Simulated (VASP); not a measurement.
# V (Im-3m) in VASP: a series of runs

V is run at these levels: PBE; tasks: single point.

Program: VASP 6.6.1. These are calculated values, not measurements. Logs are shortened: lines on timing, memory, paths and dates and some standing lists are left out, and cuts for length are marked.

**1. The cell of the first run**

It takes space group Im-3m (No. 229, cubic). The conventional cell has a = 3.026 Å, b = 3.026 Å, c = 3.026 Å, α = 90.00°, β = 90.00°, γ = 90.00°. V (site symmetry m-3m) has 14 V at 2.62 to 3.03 Å within 3.5 Å.

**2. Single point, PBE**

File INCAR:

```
PREC = Accurate ; ENCUT = 520
EDIFF = 1E-6 ; ISMEAR = 0
SIGMA = 0.1 ; LREAL = F
LASPH = T ; NELM = 60
ALGO = Normal ; ISIF = 2
LWAVE = F ; LCHARG = F
GGA = PE ; NBANDS = 12
```

File KPOINTS:

```
Automatic mesh
0
Gamma
  8 8 8
```

File POSCAR:

```
V
1.0
   -1.5129450000      1.5129450000      1.5129450000
    1.5129450000     -1.5129450000      1.5129450000
    1.5129450000      1.5129450000     -1.5129450000
V
1
Direct
    0.0000000000      0.0000000000      0.0000000000
```

Potentials or basis: VASP PAW PBE potentials, release 64 (V_sv).

The run is started by

```console
> cat potpaw_PBE.64/V_sv/POTCAR > POTCAR
> mpirun -np 1 vasp_std > vasp.out
```

OUTCAR:

```text
PREC = Accurate
   ENCUT = 520
   EDIFF = 1E-6
   ISMEAR = 0
   LREAL = F
   LASPH = T
   NELM = 60
   ISIF = 2
   GGA = PE

 ion  position               nearest neighbor table
   1  0.000  0.000  0.000-

  LATTYP: Found a body centered cubic cell.
 ALAT       =     3.0258900000

  Lattice vectors:

 A1 = (  -1.5129450000,   1.5129450000,   1.5129450000)
 A2 = (   1.5129450000,  -1.5129450000,   1.5129450000)
 A3 = (   1.5129450000,   1.5129450000,  -1.5129450000)

Analysis of symmetry for initial positions (statically):
=====================================================================
 Subroutine PRICEL returns:
 Original cell was already a primitive cell.

 Routine SETGRP: Setting up the symmetry group for a
 body centered cubic supercell.

 Subroutine GETGRP returns: Found 48 space group operations
 (whereof 48 operations were pure point group operations)
 out of a pool of 48 trial point group operations.

The static configuration has the point symmetry O_h .

Analysis of symmetry for dynamics (positions and initial velocities):
=====================================================================
 Subroutine PRICEL returns:
 Original cell was already a primitive cell.

 Routine SETGRP: Setting up the symmetry group for a
 body centered cubic supercell.

 Subroutine GETGRP returns: Found 48 space group operations
 (whereof 48 operations were pure point group operations)
 out of a pool of 48 trial point group operations.

The dynamic configuration has the point symmetry O_h .

 Subroutine INISYM returns: Found 48 space group operations
 (whereof 48 operations are pure point group operations),
 and found     1 'primitive' translations

----------------------------------------------------------------------------------------

                                     Primitive cell

  volume of cell :      13.8525

  direct lattice vectors                    reciprocal lattice vectors
    -1.512945000  1.512945000  1.512945000     0.000000000  0.330481280  0.330481280
     1.512945000 -1.512945000  1.512945000     0.330481280  0.000000000  0.330481280
     1.512945000  1.512945000 -1.512945000     0.330481280  0.330481280  0.000000000

  length of vectors
     2.620497609  2.620497609  2.620497609     0.467371108  0.467371108  0.467371108

  position of ions in fractional coordinates (direct lattice)
     0.000000000  0.000000000  0.000000000

  ion indices of the primitive-cell ions
   primitive index   ion index
                 1           1

----------------------------------------------------------------------------------------

 KPOINTS: Automatic mesh

Automatic generation of k-mesh.
 Grid dimensions read from file:
 generate k-points for:    8    8    8

 Generating k-lattice:

  Cartesian coordinates                     Fractional coordinates (reciprocal lattice)
     0.000000000  0.041310160  0.041310160     0.125000000  0.000000000  0.000000000
     0.041310160  0.000000000  0.041310160     0.000000000  0.125000000  0.000000000
     0.041310160  0.041310160  0.000000000     0.000000000  0.000000000  0.125000000

  Length of vectors
     0.058421389  0.058421389  0.058421389

  Shift w.r.t. Gamma in fractional coordinates (k-lattice)
     0.000000000  0.000000000  0.000000000

 Subroutine IBZKPT returns following result:
 ===========================================

 Found     29 irreducible k-points:

 Following reciprocal coordinates:
            Coordinates               Weight
  0.000000  0.000000  0.000000      1.000000
  0.125000  0.000000  0.000000     12.000000
  0.250000  0.000000  0.000000     12.000000
  0.375000  0.000000  0.000000     12.000000
  0.500000  0.000000  0.000000      6.000000
  0.125000  0.125000  0.000000     24.000000
[... 16 lines left out ...]
 -0.250000  0.250000  0.250000      6.000000
 -0.375000  0.375000  0.250000     24.000000
 [... further k-points ...]
   k-points           NKPTS =     29   k-points in BZ     NKDIM =     29   number of bands    NBANDS=     12
   number of dos      NEDOS =    301   number of ions     NIONS =      1
   total plane-waves  NPLWV =   8000
   dimension x,y,z NGX =    20 NGY =   20 NGZ =   20
   dimension x,y,z NGXF=    40 NGYF=   40 NGZF=   40
   ions per type =               1
   NGX,Y,Z   is equivalent  to a cutoff of  12.69, 12.69, 12.69 a.u.
   NGXF,Y,Z  is equivalent  to a cutoff of  25.38, 25.38, 25.38 a.u.
 SYSTEM =  unknown system
   PREC   = accura    normal or accurate (medium, high low for compatibility)
   ISTART =      0    job   : 0-new  1-cont  2-samecut
   ICHARG =      2    charge: 1-file 2-atom 10-const
   ISPIN  =      1    spin polarized calculation?
   LNONCOLLINEAR =      F non collinear calculations
   LSORBIT =      F    spin-orbit coupling
   LASPH  =      T    aspherical Exc in radial PAW
   ENCUT  =  520.0 eV  38.22 Ry    6.18 a.u.   4.87  4.87  4.87*2*pi/ulx,y,z
   NELM   =     60;   NELMIN=  2; NELMDL= -5     # of ELM steps
   EDIFF  = 0.1E-05   stopping-criterion for ELM
   LREAL  =      F    real-space projection
   EDIFFG = 0.1E-04   stopping-criterion for IOM
   NSW    =      0    number of steps for IOM
   IBRION =     -1    ionic relax: 0-MD 1-quasi-New 2-CG
   NFREE  =      0    steps in history (QN), initial steepest desc. (CG)
   ISIF   =      2    stress and relaxation
   ISYM   =      2    0-nonsym 1-usesym 2-fastsym
   POTIM  = 0.5000    time-step for ionic-motion
   TEBEG  =    0.0;   TEEND  =   0.0 temperature during run
   PSTRESS=    0.0 pullay stress
   NELECT =      13.0000    total number of electrons
   NUPDOWN=      -1.0000    fix difference up-down
   EMIN   =  10.00;   EMAX   =-10.00  energy-range for DOS
   EFERMI =   0.00;   METHOD = LEGACY
   ISMEAR =     0;   SIGMA  =   0.10  broadening in eV -4-tet -1-fermi 0-gaus
   EFERMI_NEDOS =   21; number of points for ismear=-14 and -15
   IALGO  =     38    algorithm
   IMIX   =      4    mixing-type and parameters
     AMIX     =   0.40;   BMIX     =  1.00
     AMIX_MAG =   1.60;   BMIX_MAG =  1.00
  volume/ion in A,a.u.               =      13.85        93.48
  Fermi-wavevector in a.u.,A,eV,Ry     =   1.602801  3.028854 34.952953  2.568970
  Thomas-Fermi vector in A             =   2.699564
   LORBIT       =      0    0 simple, 1 ext, 2 COOP (PROOUT), +10 PAW based schemes
   GGA     = PE    functional components
   LHFCALC =     F    Hartree Fock is set to
   AEXX    =    0.0000 exact exchange contribution
   IVDW    =     0    specifies the selected vdW correction
   LEPSILON=     F    determine dielectric tensor
   LRPA    =     F    only Hartree local field effects (RPA)
 non-spin polarized calculation
 Gauss-broadening in eV      SIGMA  =   0.10
  energy-cutoff  :      520.00
  volume of cell :       13.85
 maximum number of plane-waves:       384
   NGX =  9   NGY =  9   NGZ =  9

 number of electron      12.9999996 magnetization

 Free energy of the ion-electron system (eV)
  ---------------------------------------------------
  ext. energy  EPLUGINS =         0.00000000
  ---------------------------------------------------
  free energy    TOTEN  =        -9.00101940 eV

  energy without entropy =       -8.99014297  energy(sigma->0) =       -8.99558119

 E-fermi :   9.3916     XC(G=0): -12.7473

 val. band max:        9.3871023835   @ k =   0.5000   0.5000   0.1250
 cond. band min:       9.4125404464   @ k =  -0.2500   0.2500   0.1250
 fundamental gap:      0.0254380628
 Fermi energy:         9.3916355182

 k-point     1 :       0.0000    0.0000    0.0000
  band No.  band energies     occupation
      1     -54.3436      2.00000
      2     -27.6897      2.00000
      3     -27.6897      2.00000
      4     -27.6897      2.00000
      5       2.8396      2.00000
      6       9.8001      0.00000
      7       9.8001      0.00000
      8       9.8001      0.00000
      9      11.7433      0.00000
     10      11.7433      0.00000
     11      29.6259      0.00000
     12      29.6259      0.00000

 k-point     2 :       0.1250    0.0000    0.0000
  band No.  band energies     occupation
      1     -54.3179      2.00000
      2     -27.8149      2.00000
      3     -27.7282      2.00000
      4     -27.6905      2.00000
      5       3.4403      2.00000
      6       9.5552      0.02069
      7       9.7190      0.00000
      8      10.2252      0.00000
      9      11.5096      0.00000
     10      11.7630      0.00000
     11      28.4385      0.00000
     12      29.3604      0.00000

 k-point     3 :       0.2500    0.0000    0.0000
  band No.  band energies     occupation
      1     -54.2556      2.00000
      2     -28.1106      2.00000
      3     -27.8204      2.00000
      4     -27.6924      2.00000
      5       4.9505      2.00000
      6       9.0069      2.00000
      7       9.3723      1.21567
      8      11.3580      0.00000
      9      11.4280      0.00000
     10      11.8510      0.00000
     11      25.1418      0.00000
     12      27.6793      0.00000
[... 286 lines left out ...]
 k-point    23 :      -0.2500    0.2500    0.2500
  band No.  band energies     occupation
      1     -54.1809      2.00000
      2     -28.1269      2.00000
      3     -27.9635      2.00000
      4     -27.9635      2.00000
      5       6.4771      2.00000
      6       8.8728      2.00000
      7      10.2159      0.00000
      8      10.2159      0.00000
      9      11.2988      0.00000
     10      12.8676      0.00000
     11      26.3341      0.00000
     12      26.5912      0.00000

 k-point    24 :      -0.3750    0.3750    0.2500
  band No.  band energies     occupation
      1     -54.1275      2.00000
      2     -28.2981      2.00000
      3     -28.0629      2.00000
      4     -27.9882      2.00000
      5       7.2039      2.00000
      6       7.9759      2.00000
      7      10.2299      0.00000
      8      10.8000      0.00000
      9      12.4461      0.00000
     10      14.1974      0.00000
     11      22.1705      0.00000
     12      24.3980      0.00000

 [... further k-points ...]

------------------------ aborting loop because EDIFF is reached ----------------------------------------

  FORCE on cell =-STRESS in cart. coord.  units (eV):
  Direction    XX          YY          ZZ          XY          YZ          ZX
  --------------------------------------------------------------------------------------
  -------------------------------------------------------------------------------------
  Total       -0.5046886     -0.5046886     -0.5046886      0.0000000      0.0000000     -0.0000000
  in kB      -58.3720093    -58.3720093    -58.3720093      0.0000000      0.0000000     -0.0000000
  external PRESSURE =     -58.3720093 kB  Pullay stress =       0.0000000 kB

 VOLUME and BASIS-vectors are now :
 -----------------------------------------------------------------------------
  energy-cutoff  :      520.00
  volume of cell :       13.85
      direct lattice vectors                 reciprocal lattice vectors
    -1.512945000  1.512945000  1.512945000     0.000000000  0.330481280  0.330481280
     1.512945000 -1.512945000  1.512945000     0.330481280  0.000000000  0.330481280
     1.512945000  1.512945000 -1.512945000     0.330481280  0.330481280  0.000000000

 POSITION                                       TOTAL-FORCE (eV/Angst)
 -----------------------------------------------------------------------------------
      0.00000      0.00000      0.00000        -0.000000     -0.000000      0.000000
 -----------------------------------------------------------------------------------
    total drift:                                0.000000     -0.000000      0.000000

  FREE ENERGIE OF THE ION-ELECTRON SYSTEM (eV)
  ---------------------------------------------------
  free  energy   TOTEN  =        -9.0010194048 eV

  energy  without entropy=       -8.9901429701  energy(sigma->0) =       -8.99558119
```

Wall time 4.2 s (1 thread of Intel Xeon Platinum 8259CL at 2.50GHz (Skylake/Cascade Lake), shared host); peak memory 0.12 GiB.

What came out:

- Free energy: -9.0010 eV
- Pressure: -5.8 GPa
- Band gap on the k mesh: zero (an odd number of electrons rules out a gap without spin polarisation)

Caveat: the k points lie up to 0.37 Å⁻¹ apart, too coarse for converged energies and pressures of a metal.

**3. Single point, PBE**

This run uses another cell than the first one, of 13.46 Å³/atom.

File INCAR:

```
SYSTEM = V
PREC = Accurate
ENCUT = 520
EDIFF = 1E-7
ISMEAR = 0
SIGMA = 0.1
LREAL = .FALSE.
LASPH = .TRUE.
NELM = 60
ALGO = Normal
ISIF = 2
LWAVE = .FALSE.
LCHARG = .FALSE.
GGA = PE
NBANDS = 12
```

File KPOINTS:

```
regular mesh
0
G
  20 20 20
  0 0 0
```

File POSCAR:

```
V
1.0
   -1.4986123201      1.4986123201      1.4986123201
    1.4986123201     -1.4986123201      1.4986123201
    1.4986123201      1.4986123201     -1.4986123201
V
1
Direct
    0.0000000000      0.0000000000      0.0000000000
```

Potentials or basis: VASP PAW PBE potentials, release 64 (V_sv).

The run is started by

```console
> cat potpaw_PBE.64/V_sv/POTCAR > POTCAR
> mpirun -np 1 vasp_std > vasp.out
```

Run time: 27 s. Hardware: 1 thread of Intel Xeon Platinum 8259CL at 2.50GHz (Skylake/Cascade Lake), shared host; peak memory 0.15 GiB.

Results (log left out):

```
Free energy            : -8.9968 eV
Pressure               : 0.2 GPa
Band gap on the k mesh : zero (an odd number of electrons rules out a gap without spin polarisation)
```

Levels at points of the mesh, in eV from the Fermi level:
```csv
k point,band 5,band 6,band 7,band 8,band 9,band 10
"(0.00, 0.00, 0.00)",-6.58,0.41,0.41,0.41,2.42,2.42
"(0.50, 0.00, 0.00)",-3.17,-1.13,1.65,2.42,2.78,4.12
"(0.50, 0.50, 0.50)",-2.99,-2.99,3.72,3.72,3.72,10.21
```

(Continued in part 2 of 2.)
